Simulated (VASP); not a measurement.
## PbS: single point with r2SCAN

The system is PbS.

```xyz
4
Lattice="2.0800 -5.9913 0.0000 2.0800 5.9913 0.0000 0.0000 0.0000 4.2793" Properties=species:S:1:pos:R:3 pbc="T T T"
Pb    2.0800   -4.4269    3.2095
Pb    2.0800    4.4269    1.0698
S     2.0800   -1.7399    3.2095
S     2.0800    1.7399    1.0698
```

```json
{
 "Program": "VASP 6.6.1",
 "Task": "single point",
 "Functional": "r2SCAN",
 "Potentials or basis": "VASP PAW PBE potentials, release 64 (Pb_d, S)",
 "Cutoff": "520 eV",
 "k mesh": "4 × 4 × 4",
 "Occupations": "gaussian, width 0.01 eV",
 "Spin": "no spin polarisation"
}
```

| Item | Value |
| --- | --- |
| Pressure | -0.1 GPa |
| Largest force | 0.060 eV/Å |
| Band gap on the k mesh | 1.55 eV, indirect (least direct gap 1.94 eV) |

Forces on the atoms (eV/Å):
```
Pb   0.000  0.010  0.000
Pb   0.000 -0.010  0.000
S    0.000 -0.060  0.000
S    0.000  0.060  0.000
```

Stress tensor (GPa, compression positive):
```
 0.01  0.00  0.00
 0.00 -0.29  0.00
 0.00  0.00 -0.08
```

Levels at points of the mesh, in eV from the valence-band top:
```tsv
k point	band 16	band 17	band 18	band 19	band 20	band 21	band 22	band 23	band 24	band 25
(0.00, 0.00, 0.00)	-2.93	-2.37	-1.62	-1.45	-0.42	5.18	5.22	5.37	6.12	6.27
(0.50, 0.00, 0.00)	-1.97	-1.32	-1.14	-0.25	-0.24	2.23	2.28	2.63	3.42	3.59
(0.50, 0.50, 0.00)	-2.61	-1.91	-1.84	-1.29	-0.39	1.55	4.95	5.34	5.48	6.05
(0.00, 0.00, 0.50)	-2.70	-1.09	-1.09	0.00	0.00	2.27	2.27	3.20	3.20	5.51
(0.50, 0.00, 0.50)	-4.29	-3.08	-3.08	-1.41	-1.41	3.88	3.88	5.79	5.79	6.95
(0.50, 0.50, 0.50)	-1.20	-1.18	-1.18	-0.30	-0.30	2.14	2.14	3.62	3.62	3.92
```

It took 2.8 min on 1 thread of Intel(R) Xeon(R) Platinum 8488C (Sapphire Rapids) (shared host), peak memory 0.31 GiB.

Caveat: the PAW data sets were made with another functional, which shifts forces and pressure a little; spin-orbit coupling is left out, which moves the levels of the heavy elements. A k mesh can miss the band edges.
